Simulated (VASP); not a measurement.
# BiAsSe (P4mm) in VASP: notebook

BiAsSe is run at these levels: PBE; tasks: relaxation of cell and atoms, single point.

Program: VASP 6.6.1. These are calculated values, not measurements. Logs are shortened: lines on timing, memory, paths and dates and some standing lists are left out, and cuts for length are marked.

**1. The cell of the first run**

The structure is tetragonal, space group P4mm (No. 99). The conventional cell has a = 4.730 Å, b = 4.730 Å, c = 3.794 Å, α = 90.00°, β = 90.00°, γ = 90.00°. Within 4.5 Å of Bi (site symmetry 4mm) lie 4 Se at 3.41 Å and 8 As at 3.79 to 3.91 Å and 2 Bi at 3.79 Å. As (site symmetry 4mm) has 1 Se at 1.35 Å within 1.8 Å. Within 1.8 Å of Se (site symmetry 4mm) lie 1 As at 1.35 Å.

**2. Relaxation of cell and atoms, PBE**

File INCAR:

```
SYSTEM = BiAsSe
PREC = Accurate
ENCUT = 600
EDIFF = 1E-7
ISMEAR = 0
SIGMA = 0.1
LREAL = .FALSE.
LASPH = .TRUE.
NELM = 80
ALGO = Normal
ISIF = 3
LWAVE = .FALSE.
LCHARG = .FALSE.
GGA = PE
IBRION = 2
NSW = 90
EDIFFG = -0.04
```

File KPOINTS:

```
Automatic mesh
0
G
  4 4 4
  0 0 0
```

File POSCAR:

```
BiAsSe
1.0
    4.7304186200      0.0000000000      0.0000000000
    0.0000000000      4.7304186200      0.0000000000
    0.0000000000      0.0000000000      3.7944080400
Bi As Se
1 1 1
Direct
    0.0000000000      0.0000000000      0.6041052800
    0.5000000000      0.5000000000      0.1372385500
    0.5000000000      0.5000000000      0.7801492800
```

Potentials or basis: VASP PAW PBE potentials, release 64 (Bi_d, As, Se).

On the command line:

```bash
> cat potpaw_PBE.64/Bi_d/POTCAR potpaw_PBE.64/As/POTCAR potpaw_PBE.64/Se/POTCAR > POTCAR
> mpirun -np 1 vasp_std > vasp.out
```

OUTCAR:

```text
SYSTEM = BiAsSe
   PREC = Accurate
   ENCUT = 600
   EDIFF = 1E-7
   ISMEAR = 0
   LREAL = .FALSE.
   LASPH = .TRUE.
   NELM = 80
   ISIF = 3
   GGA = PE
   IBRION = 2
   NSW = 90
   EDIFFG = -0.04

 ion  position               nearest neighbor table
   1  0.000  0.000  0.604-
   2  0.500  0.500  0.137-   3 1.35   3 2.44
   3  0.500  0.500  0.780-   2 1.35   2 2.44

 -----------------------------------------------------------------------------
|                                                                             |
|           W    W    AA    RRRRR   N    N  II  N    N   GGGG   !!!           |
|           W    W   A  A   R    R  NN   N  II  NN   N  G    G  !!!           |
|           W    W  A    A  R    R  N N  N  II  N N  N  G       !!!           |
|           W WW W  AAAAAA  RRRRR   N  N N  II  N  N N  G  GGG   !            |
|           WW  WW  A    A  R   R   N   NN  II  N   NN  G    G                |
|           W    W  A    A  R    R  N    N  II  N    N   GGGG   !!!           |
|                                                                             |
|     The distance between some ions is very small. Please check the          |
|     nearest-neighbor list in the OUTCAR file.                               |
|     I HOPE YOU KNOW WHAT YOU ARE DOING!                                     |
|                                                                             |
 -----------------------------------------------------------------------------

  LATTYP: Found a simple tetragonal cell.
 ALAT       =     4.7304186200
 C/A-ratio  =     0.8021294403

  Lattice vectors:

 A1 = (   4.7304186200,   0.0000000000,   0.0000000000)
 A2 = (   0.0000000000,   4.7304186200,   0.0000000000)
 A3 = (   0.0000000000,   0.0000000000,   3.7944080400)

Analysis of symmetry for initial positions (statically):
=====================================================================
 Subroutine PRICEL returns:
 Original cell was already a primitive cell.

 Routine SETGRP: Setting up the symmetry group for a
 simple tetragonal supercell.

 Subroutine GETGRP returns: Found  8 space group operations
 (whereof  8 operations were pure point group operations)
 out of a pool of 16 trial point group operations.

The static configuration has the point symmetry C_4v.

Analysis of symmetry for dynamics (positions and initial velocities):
=====================================================================
 Subroutine PRICEL returns:
 Original cell was already a primitive cell.

 Routine SETGRP: Setting up the symmetry group for a
 simple tetragonal supercell.

 Subroutine GETGRP returns: Found  8 space group operations
 (whereof  8 operations were pure point group operations)
 out of a pool of 16 trial point group operations.

The dynamic configuration has the point symmetry C_4v.

 Subroutine INISYM returns: Found  8 space group operations
 (whereof  8 operations are pure point group operations),
 and found     1 'primitive' translations

----------------------------------------------------------------------------------------

                                     Primitive cell

  volume of cell :      84.9069

  direct lattice vectors                    reciprocal lattice vectors
     4.730418620  0.000000000  0.000000000     0.211397781  0.000000000  0.000000000
     0.000000000  4.730418620  0.000000000     0.000000000  0.211397781  0.000000000
     0.000000000  0.000000000  3.794408040     0.000000000  0.000000000  0.263545720

  length of vectors
     4.730418620  4.730418620  3.794408040     0.211397781  0.211397781  0.263545720

  position of ions in fractional coordinates (direct lattice)
     0.000000000  0.000000000  0.604105280
     0.500000000  0.500000000  0.137238550
     0.500000000  0.500000000  0.780149280

  ion indices of the primitive-cell ions
   primitive index   ion index
                 1           1
                 2           2
                 3           3

----------------------------------------------------------------------------------------

[... 48 lines left out ...]
   EFERMI =   0.00;   METHOD = LEGACY
   ISMEAR =     0;   SIGMA  =   0.10  broadening in eV -4-tet -1-fermi 0-gaus
   EFERMI_NEDOS =   21; number of points for ismear=-14 and -15
   IALGO  =     38    algorithm
   IMIX   =      4    mixing-type and parameters
     AMIX     =   0.40;   BMIX     =  1.00
     AMIX_MAG =   1.60;   BMIX_MAG =  1.00
  volume/ion in A,a.u.               =      28.30       190.99
  Fermi-wavevector in a.u.,A,eV,Ry     =   1.103447  2.085213 16.566395  1.217596
  Thomas-Fermi vector in A             =   2.239905
   LORBIT       =      0    0 simple, 1 ext, 2 COOP (PROOUT), +10 PAW based schemes
   GGA     = PE    functional components
   LHFCALC =     F    Hartree Fock is set to
   AEXX    =    0.0000 exact exchange contribution
   IVDW    =     0    specifies the selected vdW correction
   LEPSILON=     F    determine dielectric tensor
   LRPA    =     F    only Hartree local field effects (RPA)
 conjugate gradient relaxation of ions
 non-spin polarized calculation
 Gauss-broadening in eV      SIGMA  =   0.10
  energy-cutoff  :      600.00
  volume of cell :       84.91
 maximum number of plane-waves:      2860
 NGX is ok and might be reduce to    40
   NGX = 19   NGY = 19   NGZ = 15

--------------------------------------- Ionic step        1  -------------------------------------------

 number of electron      26.0000003 magnetization

 Free energy of the ion-electron system (eV)
  ---------------------------------------------------
  ext. energy  EPLUGINS =         0.00000000
  ---------------------------------------------------
  free energy    TOTEN  =        22.14911395 eV

  energy without entropy =       22.17744740  energy(sigma->0) =       22.16328067

------------------------ aborting loop because EDIFF is reached ----------------------------------------

  FORCE on cell =-STRESS in cart. coord.  units (eV):
  Direction    XX          YY          ZZ          XY          YZ          ZX
  --------------------------------------------------------------------------------------
  -------------------------------------------------------------------------------------
  Total       -0.1697350     -0.1697350    195.4080058      0.0000000      0.0000000      0.0000000
  in kB       -3.2028657     -3.2028657   3687.3108585      0.0000000      0.0000000      0.0000000
  external PRESSURE =    1226.9683757 kB  Pullay stress =       0.0000000 kB
[... 24 lines left out ...]
--------------------------------------- Ionic step        2  -------------------------------------------

 number of electron      25.9994498 magnetization

------------------------ aborting loop EDIFF was not reached (unconverged)  ----------------------------

  FORCE on cell =-STRESS in cart. coord.  units (eV):
  Direction    XX          YY          ZZ          XY          YZ          ZX
  --------------------------------------------------------------------------------------
  -------------------------------------------------------------------------------------
  Total      -29.6645307    -29.6645307   -320.3987689      0.0000000      0.0000000      0.0000000
  in kB     -135.8732154   -135.8732154  -1467.5307511      0.0000000      0.0000000      0.0000000
  external PRESSURE =    -579.7590607 kB  Pullay stress =       0.0000000 kB
[... 780 lines left out ...]
      4     -17.9484      2.00000
      5     -17.9319      2.00000
      6      -8.6267      2.00000
[... 9 lines left out ...]
     16      11.1096      0.00000
     17      11.1096      0.00000

[... ionic steps 4 to 35 ...]

--------------------------------------- Ionic step       36  -------------------------------------------

 number of electron      25.9999998 magnetization

------------------------ aborting loop because EDIFF is reached ----------------------------------------
[... 69 lines left out ...]
--------------------------------------- Ionic step       38  -------------------------------------------

 number of electron      25.9999999 magnetization

 Free energy of the ion-electron system (eV)
  ---------------------------------------------------
  ext. energy  EPLUGINS =         0.00000000
  ---------------------------------------------------
  free energy    TOTEN  =       -11.62860995 eV

  energy without entropy =      -11.62051554  energy(sigma->0) =      -11.62456275

 E-fermi :   4.0875     XC(G=0):  -8.8521

 val. band max:        4.0591562250   @ k =   0.0000   0.0000   0.2500
 cond. band min:       4.1049526701   @ k =   0.5000   0.0000   0.5000
 fundamental gap:      0.0457964451
 Fermi energy:         4.0874789918
[... 388 lines left out ...]
  FREE ENERGIE OF THE ION-ELECTRON SYSTEM (eV)
  ---------------------------------------------------
  free  energy   TOTEN  =       -11.6286099542 eV

  energy  without entropy=      -11.6205155415  energy(sigma->0) =      -11.62456275

 reached required accuracy - stopping structural energy minimisation
```

It took 8.2 min on 1 thread of Intel Xeon 6975P-C (Granite Rapids), shared host; peak memory 0.25 GiB.

Results:

```
Free energy                            : -11.6286 eV
Relaxed volume                         : 30.88 Å³/atom
Relaxed cell                           : a = 4.052 Å, b = 4.052 Å, c = 5.644 Å, α = 90.00°, β = 90.00°, γ = 90.00°
Space group after relaxing (to 0.05 Å) : P4mm (No. 99)
Energy gained by relaxing              : 11259.2 meV/atom
Ionic steps                            : 38
Pressure after relaxing                : 0.0 GPa
Largest force after relaxing           : 0.035 eV/Å
Band gap on the k mesh                 : zero (band 13 reaches 4.29 eV, above the bottom of band 14 at 3.33 eV)
```

Forces in eV/Å, atoms in the order of the input:
```
Bi   0.000  0.000  0.018
As   0.000  0.000 -0.035
Se   0.000  0.000  0.016
```

Step by step:
```csv
step,energy change (eV),largest force (eV/Å),pressure (GPa),volume (Å³)
1,0.0000,135.4491,122.70,84.91
2,61.7887,0.8904,-57.98,349.80
3,-30.2989,1.2405,-10.73,187.86
4,-30.5975,3.2249,-6.76,183.90
5,-30.2235,7.1677,-3.74,181.93
6,-31.2720,11.5323,5.99,137.67
7,-31.2397,12.0885,7.08,133.57
8,-32.3345,6.9664,3.57,129.45
9,-33.0864,2.8950,0.57,123.93
10,-33.2773,1.4647,-1.35,113.32
11,-33.3302,1.0455,-1.23,115.91
12,-33.3369,0.9888,-1.08,117.29
13,-33.3369,1.0018,-1.12,116.98
14,-33.3568,0.9911,-0.97,116.13
15,-33.4109,0.9574,-0.55,113.58
16,-33.4970,0.8797,0.30,108.57
17,-33.5868,1.2951,2.31,98.85
18,-33.2356,3.2306,11.12,80.60
19,-33.5280,1.9912,3.92,95.86
20,-33.5534,1.8503,3.73,95.31
21,-33.6176,1.4622,3.23,93.68
22,-33.6982,0.8554,2.52,90.44
23,-33.6586,0.0847,3.01,84.03
24,-33.7145,0.6027,2.50,88.11
25,-33.7151,0.4603,2.48,87.14
26,-33.7319,0.3511,1.74,88.49
27,-33.7469,0.3115,0.43,91.29
28,-33.7473,0.3164,0.23,91.76
29,-33.7493,0.3023,0.19,91.85
30,-33.7546,0.2613,0.07,92.14
31,-33.7610,0.1762,-0.16,92.72
32,-33.7571,0.1804,-0.55,93.88
33,-33.7622,0.1350,-0.29,93.09
34,-33.7648,0.1136,-0.30,93.09
35,-33.7710,0.0728,-0.32,93.08
36,-33.7770,0.0721,-0.31,93.04
37,-33.7771,0.0910,-0.31,93.04
38,-33.7777,0.0346,-0.04,92.65
```

Final structure:
```cif
data_structure
_symmetry_space_group_name_H-M 'P 1'
_symmetry_Int_Tables_number 1
_cell_length_a 4.0517
_cell_length_b 4.0517
_cell_length_c 5.6436
_cell_angle_alpha 90.000
_cell_angle_beta 90.000
_cell_angle_gamma 90.000
_cell_volume 92.65
loop_
_atom_site_label
_atom_site_type_symbol
_atom_site_fract_x
_atom_site_fract_y
_atom_site_fract_z
_atom_site_occupancy
Bi1 Bi 0.00000 0.00000 0.53004 1
As1 As 0.50000 0.50000 0.71471 1
Se1 Se 0.50000 0.50000 0.27674 1
```

Caveat: the k points lie up to 0.39 Å⁻¹ apart in the final cell; spin-orbit coupling is left out, which moves the levels of the heavy elements; this functional lacks dispersion, which binds the layers, so the pressure and a relaxed spacing across them are unreliable.

**3. Single point, PBE**

This run uses another cell than the first one, of 28.03 Å³/atom, 0.990 times its volume.

File INCAR:

```
ALGO = Normal
EDIFF = 1E-6
ENCUT = 520
GGA = PE
ISIF = 2
ISMEAR = 0
LASPH = T
LCHARG = F
LREAL = F
LWAVE = F
NBANDS = 20
NELM = 80
PREC = Accurate
SIGMA = 0.1
```

File KPOINTS:

```
k-points
0
Gamma
  12 12 8
```

File POSCAR:

```
BiAsSe
1.0
    3.9155744855      0.0000000000      0.0000000000
    0.0000000000      3.9155744855      0.0000000000
    0.0000000000      0.0000000000      5.4852796140
Bi As Se
1 1 1
Direct
    0.0000000000      0.0000000000      0.4806150507
    0.5000000000      0.5000000000      0.2410003842
    0.5000000000      0.5000000000      0.7998776751
```

Potentials or basis: VASP PAW PBE potentials, release 64 (Bi_d, As, Se).

On the command line:

```bash
> cat potpaw_PBE.64/Bi_d/POTCAR potpaw_PBE.64/As/POTCAR potpaw_PBE.64/Se/POTCAR > POTCAR
> mpirun -np 1 vasp_std > vasp.out
```

It took 85 s on 1 thread of Intel Xeon 6975P-C (Granite Rapids), shared host; peak memory 0.38 GiB.

It converged, with:

```yaml
Free_energy: -11.8608 eV
Pressure: 0.0 GPa
Largest_force: 0.025 eV/Å
Band_gap_on_the_k_mesh: zero (band 13 reaches 5.67 eV, above the bottom of band 14 at 4.05 eV)
```

Forces on the atoms (eV/Å):
```
Bi   0.000  0.000  0.002
As   0.000  0.000  0.023
Se   0.000  0.000 -0.025
```

Stress tensor (GPa, compression positive):
```
0.00 0.00 0.00
0.00 0.00 0.00
0.00 0.00 0.11
```

Levels at points of the mesh, in eV from the Fermi level:
```csv
k point,band 10,band 11,band 12,band 13,band 14,band 15,band 16,band 17
"(0.00, 0.00, 0.00)",-2.97,-2.97,0.26,0.26,0.36,3.10,3.10,3.69
"(0.50, 0.00, 0.00)",-3.37,-2.55,-1.77,0.63,0.83,0.90,3.59,4.82
"(0.50, 0.50, 0.00)",-5.51,-4.98,-1.51,-1.51,-0.31,1.12,1.12,4.83
"(0.00, 0.00, 0.50)",-2.16,-2.16,-1.49,-1.49,-0.17,0.80,4.26,4.56
"(0.50, 0.00, 0.50)",-2.28,-1.44,-1.31,-0.40,-0.08,0.99,2.07,2.41
"(0.50, 0.50, 0.50)",-4.91,-3.34,-3.34,-1.93,-0.98,0.70,3.84,3.84
```

Caveat: spin-orbit coupling is left out, which moves the levels of the heavy elements.

**4. Relaxation of cell and atoms, PBE**

This run uses another cell than the first one, of 28.08 Å³/atom, 0.992 times its volume.

File INCAR:

```
PREC = Accurate
ENCUT = 600
EDIFF = 1E-7
ISMEAR = 0
SIGMA = 0.1
LREAL = F
LASPH = T
NELM = 80
ALGO = Normal
ISIF = 3
LWAVE = F
LCHARG = F
GGA = PE
IBRION = 2
NSW = 100
EDIFFG = -0.01
```

File KPOINTS:

```
regular mesh
0
Gamma
  12 12 8
```

File POSCAR:

```
BiAsSe
1.0
    3.9167645857      0.0000000000      0.0000000000
    0.0000000000      3.9167645857      0.0000000000
    0.0000000000      0.0000000000      5.4903358230
Bi As Se
1 1 1
Direct
    0.0000000000      0.0000000000      0.4816168293
    0.5000000000      0.5000000000      0.2402555378
    0.5000000000      0.5000000000      0.7996207429
```

On the command line:

```bash
> cat potpaw_PBE.64/Bi_d/POTCAR potpaw_PBE.64/As/POTCAR potpaw_PBE.64/Se/POTCAR > POTCAR
> mpirun -np 1 vasp_std > vasp.out
```

Run time: 2.9 min. Hardware: 1 thread of Intel Xeon 6975P-C (Granite Rapids), shared host; peak memory 0.45 GiB.

It converged, with:

```
Free energy                            : -11.8609 eV
Relaxed volume                         : 28.04 Å³/atom
Relaxed cell                           : a = 3.914 Å, b = 3.914 Å, c = 5.491 Å, α = 90.00°, β = 90.00°, γ = 90.00°
Space group after relaxing (to 0.05 Å) : P4mm (No. 99)
Energy gained by relaxing              : 0.1 meV/atom
Ionic steps                            : 4
Pressure after relaxing                : 0.0 GPa
Largest force after relaxing           : 0.007 eV/Å
Band gap on the k mesh                 : zero (band 13 reaches 5.67 eV, above the bottom of band 14 at 4.05 eV)
```

Forces on the atoms (eV/Å):
```
Bi   0.000  0.000 -0.007
As   0.000  0.000  0.005
Se   0.000  0.000  0.002
```

Step by step:
```csv
step,energy change (eV),largest force (eV/Å),pressure (GPa),volume (Å³)
1,0.0000,0.0542,-0.04,84.23
2,-0.0002,0.0191,-0.01,84.15
3,-0.0002,0.0103,0.00,84.12
4,-0.0002,0.0071,0.01,84.12
```

Final structure:
```
Bi As Se
1.0
     3.91401    0.00000    0.00000
     0.00000    3.91401    0.00000
     0.00000    0.00000    5.49082
Bi As Se
1 1 1
Direct
  0.00000 0.00000 0.48114
  0.50000 0.50000 0.24102
  0.50000 0.50000 0.79933
```

Levels at points of the mesh, in eV from the Fermi level:
```
           k point  band 10  band 11  band 12  band 13  band 14  band 15  band 16  band 17
(0.00, 0.00, 0.00)    -2.96    -2.96     0.27     0.27     0.36     3.10     3.10     3.69
(0.50, 0.00, 0.00)    -3.38    -2.54    -1.76     0.63     0.83     0.90     3.60     4.81
(0.50, 0.50, 0.00)    -5.51    -4.97    -1.51    -1.51    -0.32     1.12     1.12     4.84
(0.00, 0.00, 0.50)    -2.16    -2.16    -1.47    -1.47    -0.16     0.78     4.27     4.56
(0.50, 0.00, 0.50)    -2.27    -1.46    -1.30    -0.41    -0.08     0.99     2.07     2.42
(0.50, 0.50, 0.50)    -4.91    -3.33    -3.33    -1.93    -0.98     0.68     3.83     3.83
```

Caveat: spin-orbit coupling is left out, which moves the levels of the heavy elements.

**5. Overview**

| task | cell | k mesh | cutoff (eV) | gap on the mesh (eV) | pressure (GPa) | relaxed volume (Å³/atom) | largest force (eV/Å) |
| --- | --- | --- | --- | --- | --- | --- | --- |
| relaxation of cell and atoms | relaxed from a = 4.730, b = 4.730, c = 3.794 Å, 3 atoms | 4 × 4 × 4 | 600 | none | 0.0 | 30.88 | 0.03 |
| single point | a = 3.916, b = 3.916, c = 5.485 Å, 3 atoms | 12 × 12 × 8 | 520 | none | 0.0 | - | 0.02 |
| relaxation of cell and atoms | relaxed from a = 3.917, b = 3.917, c = 5.490 Å, 3 atoms | 12 × 12 × 8 | 600 | none | 0.0 | 28.04 | 0.01 |

Alike in all rows: level PBE; potentials or basis VASP PAW PBE potentials, release 64 (Bi_d, As, Se); no spin polarisation; smearing gaussian 0.1 eV.

Caveats: some runs use coarse meshes; spin-orbit coupling is left out, which moves the levels of the heavy elements; this functional lacks dispersion, which binds the layers, so the pressure and a relaxed spacing across them are unreliable (some runs).

Total energies depend on the potentials used, so only differences within one code and one set of settings carry meaning.
